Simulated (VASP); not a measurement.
Wanted: the native input for a VASP 6.6.1 run.

- Task: relaxation of cell and atoms
- Functional: LDA
- Potentials or basis: VASP PAW LDA potentials, release 64 (C)
- Cutoff: 600 eV
- k mesh: 16 × 16 × 16
- Occupations: fermi-dirac, width 0.05 eV
- Spin: no spin polarisation
- Target pressure: 0.5 GPa
- Dipole correction: no
- Further INCAR settings: ALGO = Normal; EDIFF = 1e-07; IBRION = 2; EDIFFG = -0.005; NSW = 32; ISIF = 3

The structure of C lies in POSCAR:

```
C
1.0
    0.0000000000      1.7652320150      1.7652320150
    1.7652320150      0.0000000000      1.7652320150
    1.7652320150      1.7652320150      0.0000000000
C
2
Direct
   -0.1250000000     -0.1250000000     -0.1250000000
    0.1250000000      0.1250000000      0.1250000000
```

One way to write it, as run:

INCAR

```
  PREC = Accurate
  ENCUT = 600
  EDIFF = 1E-7
  ISMEAR = -1
  SIGMA = 0.05
  LREAL = F
  LASPH = T
  NELM = 120
  ALGO = Normal
  ISIF = 3
  LWAVE = F
  LCHARG = F
  GGA = CA
  IBRION = 2
  NSW = 32
  EDIFFG = -0.005
  PSTRESS = 5.0
  GGA_COMPAT = F
  NELMIN = 4
```

KPOINTS

```
regular mesh
0
Gamma
  16 16 16
```

Potentials or basis: VASP PAW LDA potentials, release 64 (C).

The run is started by

```sh
$ cat potpaw_LDA.64/C/POTCAR > POTCAR
$ mpirun -np 1 vasp_std > vasp.out
```

Results of the run:

| Item | Value |
| --- | --- |
| Relaxed volume | 5.51 Å³/atom |
| Relaxed cell | a = 2.498 Å, b = 2.498 Å, c = 2.498 Å, α = 60.00°, β = 60.00°, γ = 60.00° |
| Space group after relaxing (to 0.05 Å) | Fd-3m (No. 227) |
| Energy change on relaxing (the enthalpy is what falls) | -0.1 meV/atom |
| Ionic steps | 3 |
| Pressure after relaxing | 0.5 GPa |
| Band gap on the k mesh | 4.17 eV, indirect (least direct gap 5.62 eV) |

Caveat: the cell is relaxed towards a set pressure, so the enthalpy falls and the energy may rise.

Wall time 13 s on 1 thread of AMD EPYC 9R45 96-Core Processor (Zen 5) (shared host), peak memory 0.09 GiB.
